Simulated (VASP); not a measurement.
Write the native input for VASP 6.6.1 that does the following.

- Task: single point
- Functional: PBE
- Dispersion: D3(BJ)
- Potentials or basis: VASP PAW PBE potentials, release 64 (S, Zr_sv)
- Cutoff: 400 eV
- k mesh: 3 × 3 × 1
- Occupations: gaussian, width 0.05 eV
- Spin: no spin polarisation
- Dipole correction: yes
- Further INCAR settings: ALGO = Normal; EDIFF = 1e-06; NBANDS = 60; NELMDL = -8

The structure of ZrS2 lies in POSCAR:

```
ZrS2
1.0
    7.2700393928      0.0000000000      0.0000000000
   -3.6350196964      6.2960388007      0.0000000000
    0.0000000000      0.0000000000     23.1745087726
S Zr
8 4
Direct
    0.3333333333      0.1666666667      0.3452068856
    0.3333333333      0.6666666667      0.3452068856
    0.8333333333      0.1666666667      0.3452068856
    0.8333333333      0.6666666667      0.3452068856
    0.1664723066      0.3330523032      0.4714961094
    0.1664111202      0.8333187116      0.4714367866
    0.6666693662      0.3332470920      0.4716282518
    0.6668003424      0.8333807481      0.4715224328
   -0.0000535989     -0.0000926661      0.4082667410
   -0.0000522912      0.4998664086      0.4083948017
    0.5000519851      0.0000088365      0.4084012846
    0.4999245222      0.4999681836      0.4084643122
```

These files were run (other wordings do the same):

INCAR

```
SYSTEM = ZrS2
PREC     = Accurate       ! precision mode
ENCUT    = 400            ! plane-wave cutoff, eV
EDIFF    = 1E-6           ! SCF threshold, eV
ISMEAR   = 0              ! smearing method
SIGMA    = 0.05           ! smearing width, eV
LREAL    = .False.        ! projectors in reciprocal space
LASPH    = .True.         ! aspherical terms in the spheres
NELM     = 120            ! most SCF steps
ALGO     = Normal         ! electronic algorithm
ISIF     = 2              ! what is computed and relaxed
LWAVE    = .False.        ! write WAVECAR
LCHARG   = .True.         ! write CHGCAR
LDIPOL   = .True.       
IDIPOL   = 3            
DIPOL    = 0.5 0.5 0.408
GGA      = PE             ! functional
IVDW     = 12             ! dispersion correction
LELF     = .True.         ! ELF
LVHAR    = .True.       
LVACPOTAV= .True.       
NBANDS   = 60             ! bands
GGA_COMPAT= .False.      
NELMDL   = -8
```

KPOINTS

```
regular mesh
0
Gamma
  3 3 1
  0 0 0
```

Potentials or basis: VASP PAW PBE potentials, release 64 (S, Zr_sv).

Run with:

```bash
$ cat potpaw_PBE.64/S/POTCAR potpaw_PBE.64/Zr_sv/POTCAR > POTCAR
$ mpirun -np 1 vasp_std > vasp.out
```

Results of the run:

```json
{"Largest force": "0.031 eV/Å", "Band gap on the k mesh": "1.05 eV", "Dispersion energy per atom": "-0.247 eV"}
```

Run time: 17 min on 1 thread of AMD EPYC 7R13 (shared host), peak memory 0.74 GiB.
